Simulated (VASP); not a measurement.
# Si16C (a cell with a defect) in VASP: further runs

The runs below take Si16C (a cell with a defect) through single point, with PBE+D3(BJ).

Program: VASP 6.6.1. These are calculated values, not measurements. Logs are shortened: lines on timing, memory, paths and dates and some standing lists are left out, and cuts for length are marked.

### 1 The cell of the first run

The cell holds a defect, 17 atoms: a = 7.679 Å, b = 7.679 Å, c = 7.679 Å, α = 60.00°, β = 60.00°, γ = 60.00°.

### 2 Single point, PBE+D3(BJ), collinear spin, zero start

File INCAR:

```
PREC = Accurate
ENCUT = 520
EDIFF = 1E-7
ISMEAR = 0
SIGMA = 0.05
LREAL = Auto
LASPH = True
NELM = 150
ALGO = Normal
ISIF = 2
LWAVE = False
LCHARG = True
ISPIN = 2
MAGMOM = 0 0 0 0 0 0 0 0 0 0 0 0 0 0 0 0 0
LORBIT = 11
GGA = PE
IVDW = 12
LELF = True
LVHAR = True
NBANDS = 52
```

File KPOINTS:

```
Automatic mesh
0
Gamma
  2 2 2
```

File POSCAR:

```
Si16C
1.0
    0.0000000000      5.4300000000      5.4300000000
    5.4300000000      0.0000000000      5.4300000000
    5.4300000000      5.4300000000      0.0000000000
Si C
16 1
Direct
    0.0288307551     -0.0232077348     -0.0018355433
    0.1484313996      0.1142070902      0.1144925414
    0.0064604052     -0.0181254144      0.4867976059
    0.0633860958      0.1361638122      0.6407273481
    0.0214930939      0.4877588398     -0.0064105893
    0.1642737569      0.6028892265      0.1094809392
    0.0253367403      0.4949903315      0.4830975138
    0.1472804788      0.6094585635      0.6200677716
    0.5224187845     -0.0192114180      0.0040657459
    0.6618876611      0.0808587477      0.1346524862
    0.4073513812      0.0841027624      0.5719933702
    0.6384828729      0.1329414365      0.6370543278
    0.5390969613      0.4749645488     -0.0191940147
    0.6472772560      0.6073643646      0.1139571823
    0.5212435543      0.5003404236      0.4870754144
    0.6583162063      0.6343666667      0.5857913444
    0.6044633517      0.9165771639      0.4179749540
```

Potentials or basis: VASP PAW PBE potentials, release 64 (Si, C).

Started as:

```bash
$ cat potpaw_PBE.64/Si/POTCAR potpaw_PBE.64/C/POTCAR > POTCAR
$ mpirun -np 1 vasp_std > vasp.out
```

OUTCAR:

```text
PREC = Accurate
   ENCUT = 520
   EDIFF = 1E-7
   ISMEAR = 0
   LREAL = Auto
   LASPH = True
   NELM = 150
   ISIF = 2
   ISPIN = 2
   LORBIT = 11
   GGA = PE
   IVDW = 12
 IVDW          = 12

 ion  position               nearest neighbor table
   1  0.029  0.977  0.998-  10 2.30   4 2.31   2 2.34   6 2.35
   2  0.148  0.114  0.114-   3 2.34   5 2.34   1 2.34   9 2.35
   3  0.006  0.982  0.487-   4 2.33  12 2.34   2 2.34   8 2.34
   4  0.063  0.136  0.641-  11 2.28   1 2.31   7 2.31   3 2.33
   5  0.021  0.488  0.994-   8 2.34   2 2.34   6 2.35  14 2.35
   6  0.164  0.603  0.109-   7 2.35   1 2.35   5 2.35  13 2.35
   7  0.025  0.495  0.483-  16 2.31   4 2.31   8 2.34   6 2.35  11 3.10
   8  0.147  0.609  0.620-   3 2.34   5 2.34   7 2.34  15 2.35
   9  0.522  0.981  0.004-  12 2.31  10 2.33  14 2.34   2 2.35
  10  0.662  0.081  0.135-  17 1.84   1 2.30   9 2.33  13 2.48  11 2.93
  11  0.407  0.084  0.572-  17 1.77   4 2.28  12 2.30  10 2.93  16 2.97   7 3.10
  12  0.638  0.133  0.637-  11 2.30   9 2.31  15 2.31   3 2.34
  13  0.539  0.475  0.981-  14 2.35   6 2.35  10 2.48  16 2.48
  14  0.647  0.607  0.114-  15 2.34   9 2.34  13 2.35   5 2.35
  15  0.521  0.500  0.487-  12 2.31  16 2.32  14 2.34   8 2.35
  16  0.658  0.634  0.586-  17 1.84   7 2.31  15 2.32  13 2.48  11 2.97
  17  0.604  0.917  0.418-  11 1.77  10 1.84  16 1.84

  LATTYP: Found a face centered cubic cell.
 ALAT       =    10.8600000000

  Lattice vectors:

 A1 = (   0.0000000000,   5.4300000000,   5.4300000000)
 A2 = (   5.4300000000,   0.0000000000,   5.4300000000)
 A3 = (   5.4300000000,   5.4300000000,   0.0000000000)

Analysis of symmetry for initial positions (statically):
=====================================================================
 Subroutine PRICEL returns:
 Original cell was already a primitive cell.

 Routine SETGRP: Setting up the symmetry group for a
 face centered cubic supercell.

 Subroutine GETGRP returns: Found  1 space group operations
 (whereof  1 operations were pure point group operations)
 out of a pool of 48 trial point group operations.

The static configuration has the point symmetry C_1 .

Analysis of symmetry for dynamics (positions and initial velocities):
=====================================================================
 Subroutine PRICEL returns:
 Original cell was already a primitive cell.

 Routine SETGRP: Setting up the symmetry group for a
 face centered cubic supercell.

 Subroutine GETGRP returns: Found  1 space group operations
[... 175 lines left out ...]
  ext. energy  EPLUGINS =         0.00000000
  ---------------------------------------------------
  free energy    TOTEN  =       -91.11590719 eV

  energy without entropy =      -91.11485817  energy(sigma->0) =      -91.11538268

 E-fermi :   6.3824     XC(G=0):  -9.5596

 val. band max:        6.3094662935   @ k =   0.0000   0.5000   0.0000
 cond. band min:       6.4521606160   @ k =   0.5000   0.5000   0.5000
 fundamental gap:      0.1426943225
 Fermi energy:         6.3824376046

 spin component 1

 k-point     1 :       0.0000    0.0000    0.0000
  band No.  band energies     occupation
      1      -6.9674      1.00000
      2      -5.3131      1.00000
      3      -3.8339      1.00000
      4      -3.8142      1.00000
      5      -3.7722      1.00000
      6      -2.9240      1.00000
[... 381 lines left out ...]
     45      10.0856      0.00000
     46      10.1270      0.00000
 Fermi energy:         6.3824376046

 spin component 2

 k-point     1 :       0.0000    0.0000    0.0000
  band No.  band energies     occupation
      1      -6.9674      1.00000
      2      -5.3131      1.00000
      3      -3.8339      1.00000
      4      -3.8142      1.00000
      5      -3.7722      1.00000
      6      -2.9240      1.00000
[... 381 lines left out ...]
     45      10.0856      0.00000
     46      10.1270      0.00000
 [bands above 46 left out]

------------------------ aborting loop because EDIFF is reached ----------------------------------------

 Edisp (eV)   -5.32674

 E8    (eV) :    -2.1859

  FORCE on cell =-STRESS in cart. coord.  units (eV):
  Direction    XX          YY          ZZ          XY          YZ          ZX
  --------------------------------------------------------------------------------------
  -------------------------------------------------------------------------------------
  Total       7.60106     0.51793     0.65062    -0.08331     3.07258    -0.17247
  in kB      38.03256     2.59153     3.25545    -0.41685    15.37389    -0.86297
  external pressure =       14.63 kB  Pullay stress =        0.00 kB

 VOLUME and BASIS-vectors are now :
 -----------------------------------------------------------------------------
  energy-cutoff  :      520.00
  volume of cell :      320.21
      direct lattice vectors                 reciprocal lattice vectors
     0.000000000  5.430000000  5.430000000    -0.092081031  0.092081031  0.092081031
     5.430000000  0.000000000  5.430000000     0.092081031 -0.092081031  0.092081031
     5.430000000  5.430000000  0.000000000     0.092081031  0.092081031 -0.092081031

 POSITION                                       TOTAL-FORCE (eV/Angst)
 -----------------------------------------------------------------------------------
     10.72401      5.57658      5.46053         0.002799     -0.011914      0.003098
      1.24184      1.42768      1.42613        -0.001796     -0.007800     -0.005677
      7.97489      2.67839      5.36666         0.008276     -0.009499     -0.005684
      4.21852      3.82334      1.08356        -0.006567     -0.004273      0.010548
      8.04372      5.51190      2.76524         0.003248      0.001274      0.003863
      3.86817      1.48649      4.16569        -0.000874     -0.003110      0.007076
[... 9 lines left out ...]
      6.62546      6.75550      7.01927        -0.017552      0.000403      0.003635
      7.24662      5.55184      8.25925        -0.027828      0.017302      0.006307
 -----------------------------------------------------------------------------------
    total drift:                                0.000751     -0.009022      0.002710

  FREE ENERGIE OF THE ION-ELECTRON SYSTEM (eV)
  ---------------------------------------------------
  free  energy   TOTEN  =       -96.4426476272 eV

  energy  without entropy=      -96.4415986021  energy(sigma->0) =      -96.44212311

 total charge

# of ion       s       p       d       tot
------------------------------------------
    1        0.750   0.956   0.000   1.706
    2        0.740   0.956   0.000   1.696
    3        0.744   0.949   0.000   1.693
    4        0.762   0.966   0.000   1.728
    5        0.737   0.963   0.000   1.700
    6        0.738   0.956   0.000   1.695
[... 9 lines left out ...]
   16        0.745   0.926   0.000   1.672
   17        0.880   1.603   0.000   2.483
--------------------------------------------------
tot         12.877  16.753   0.000  29.630

 magnetization (x)

# of ion       s       p       d       tot
------------------------------------------
    1        0.000   0.000   0.000   0.000
    2       -0.000  -0.000   0.000  -0.000
    3       -0.000  -0.000   0.000  -0.000
    4        0.000  -0.000   0.000  -0.000
    5        0.000   0.000   0.000   0.000
    6       -0.000  -0.000   0.000  -0.000
[... 9 lines left out ...]
   16        0.000  -0.000   0.000  -0.000
   17        0.000  -0.000   0.000   0.000
--------------------------------------------------
tot          0.000  -0.000   0.000  -0.000
```

It took 4.7 min on 1 thread of AMD EPYC 9R45 (Zen 5), shared host; peak memory 0.67 GiB.

Results:

| Item | Value |
| --- | --- |
| Free energy | -96.4426 eV |
| Pressure | 1.5 GPa |
| Largest force | 0.072 eV/Å |
| Band gap on the k mesh | zero (filled and empty bands overlap) |
| Net moment | 0.00 μB per cell |
| Valence electrons inside the program's atomic spheres | Si 1.71, 1.70, 1.69, 1.73, 1.67, 1.65 (each value once); C 2.48 |
| Dispersion energy per atom | -0.313 eV |

Forces in eV/Å, atoms in the order of the input:
```
Si   0.003 -0.012  0.003
Si  -0.002 -0.008 -0.006
Si   0.008 -0.009 -0.006
Si  -0.007 -0.004  0.011
Si   0.003  0.001  0.004
Si  -0.001 -0.003  0.007
Si  -0.008  0.006  0.004
Si   0.003 -0.009  0.000
Si   0.012 -0.004  0.004
Si  -0.012 -0.001 -0.003
Si   0.020  0.044 -0.053
Si   0.018 -0.003  0.008
Si  -0.001 -0.005  0.011
Si   0.003 -0.005  0.006
Si   0.006 -0.006  0.000
Si  -0.018  0.000  0.004
C   -0.028  0.017  0.006
```

Stress tensor (GPa, compression positive):
```
 3.80 -0.04 -0.09
-0.04  0.26  1.54
-0.09  1.54  0.33
```

Caveat: the k points lie up to 0.50 Å⁻¹ apart, too coarse for converged energies and pressures of a metal.

### 3 Single point, PBE+D3(BJ), collinear spin, zero start

File INCAR:

```
SYSTEM = Si16C
PREC = Accurate
ENCUT = 520
EDIFF = 1E-6
ISMEAR = 0
SIGMA = 0.05
LREAL = Auto
LASPH = .TRUE.
NELM = 150
ALGO = Normal
ISIF = 2
LWAVE = .FALSE.
LCHARG = .FALSE.
ISPIN = 2
MAGMOM = 0 0 0 0 0 0 0 0 0 0 0 0 0 0 0 0 0
LORBIT = 11
GGA = PE
IVDW = 12
NBANDS = 52
```

File KPOINTS:

```
Automatic mesh
0
G
  2 2 2
  0 0 0
```

File POSCAR:

```
Si16C
1.0
    0.0000000000      5.4300000000      5.4300000000
    5.4300000000      0.0000000000      5.4300000000
    5.4300000000      5.4300000000      0.0000000000
Si C
16 1
Direct
    0.0143333333     -0.0182963168     -0.0079044199
    0.1248720994      0.1194783610      0.1170441068
    0.0192665746     -0.0100901473      0.4895779926
    0.1248110497      0.1247143646      0.6242443831
    0.0077447514      0.4929692449     -0.0070565378
    0.1516963168      0.6081806630      0.1077162063
    0.0145638122      0.4924442910      0.4812034070
    0.1245176796      0.6174263352      0.6194016575
    0.4981018416     -0.0162909761      0.0067307551
    0.6461740331      0.0797261510      0.1297412523
    0.4726303867      0.0587712707      0.5606167587
    0.6522842541      0.1486067219      0.6481807551
    0.5263039595      0.4761619705     -0.0247450276
    0.6333921731      0.6098776243      0.1092575506
    0.4977309392      0.5068416206      0.4831119705
    0.6461445672      0.6287068140      0.5799865562
    0.6541408840      0.8967966851      0.3978646409
```

Potentials or basis: VASP PAW PBE potentials, release 64 (Si, C).

Started as:

```bash
$ cat potpaw_PBE.64/Si/POTCAR potpaw_PBE.64/C/POTCAR > POTCAR
$ mpirun -np 1 vasp_std > vasp.out
```

Wall time 4.2 min (1 thread of AMD EPYC 9R45 (Zen 5), shared host); peak memory 0.67 GiB.

Results (log left out):

- Free energy: -96.4388 eV
- Pressure: 1.5 GPa
- Largest force: 0.031 eV/Å
- Band gap on the k mesh: zero (filled and empty bands overlap)
- Net moment: 0.00 μB per cell
- Valence electrons inside the program's atomic spheres: Si 1.71, 1.70, 1.69, 1.73, 1.67, 1.72, 1.65 (each value once); C 2.49
- Dispersion energy per atom: -0.313 eV

Forces in eV/Å, atoms in the order of the input:
```
Si  -0.002  0.006  0.003
Si   0.000  0.002 -0.007
Si   0.022 -0.003 -0.002
Si  -0.014  0.020  0.009
Si  -0.013  0.000  0.005
Si   0.013 -0.006 -0.001
Si   0.005 -0.008 -0.007
Si  -0.001 -0.002  0.002
Si   0.003 -0.008  0.005
Si   0.004 -0.003  0.004
Si   0.008 -0.013 -0.004
Si  -0.021  0.005 -0.007
Si   0.000  0.013 -0.028
Si  -0.002 -0.001  0.003
Si   0.007  0.007 -0.004
Si  -0.016  0.006  0.008
C    0.008 -0.016  0.022
```

Stress tensor (GPa, compression positive):
```
4.17 0.10 0.12
0.10 0.17 0.94
0.12 0.94 0.19
```

Levels at points of the mesh, in eV from the Fermi level:
Spin up:
```
           k point  band 31  band 32  band 33  band 34  band 35  band 36  band 37  band 38
(0.00, 0.00, 0.00)    -1.20    -0.78    -0.49    -0.47    -0.38     0.06     0.33     0.53
(0.50, 0.00, 0.00)    -1.20    -1.18    -1.09    -0.12     0.60     0.73     1.03     1.07
(0.00, 0.50, 0.00)    -1.38    -1.27    -0.99    -0.20     0.71     0.72     1.07     1.12
(0.00, 0.00, 0.50)    -1.38    -1.26    -0.98    -0.20     0.69     0.73     1.07     1.13
(0.50, 0.50, 0.50)    -1.27    -1.27    -0.96    -0.06     0.56     0.67     0.96     1.13
(0.50, 0.50, 0.00)    -1.80    -1.67    -0.98    -0.84     0.84     1.14     1.40     1.91
(0.00, 0.50, 0.50)    -1.78    -1.72    -1.11     0.30     0.53     0.99     1.45     1.78
(0.50, 0.00, 0.50)    -1.80    -1.67    -0.98    -0.84     0.85     1.14     1.40     1.91
```
Spin down:
```csv
k point,band 32,band 33,band 34,band 35,band 36,band 37
"(0.00, 0.00, 0.00)",-0.78,-0.49,-0.47,-0.38,0.06,0.33
"(0.50, 0.00, 0.00)",-1.18,-1.09,-0.12,0.60,0.73,1.03
"(0.00, 0.50, 0.00)",-1.27,-0.99,-0.20,0.71,0.72,1.07
"(0.00, 0.00, 0.50)",-1.26,-0.98,-0.20,0.69,0.73,1.07
"(0.50, 0.50, 0.50)",-1.27,-0.96,-0.06,0.56,0.67,0.96
"(0.50, 0.50, 0.00)",-1.67,-0.98,-0.84,0.84,1.14,1.40
"(0.00, 0.50, 0.50)",-1.72,-1.11,0.30,0.53,0.99,1.45
"(0.50, 0.00, 0.50)",-1.67,-0.98,-0.84,0.85,1.14,1.40
```

Caveat: the k points lie up to 0.50 Å⁻¹ apart, too coarse for converged energies and pressures of a metal.
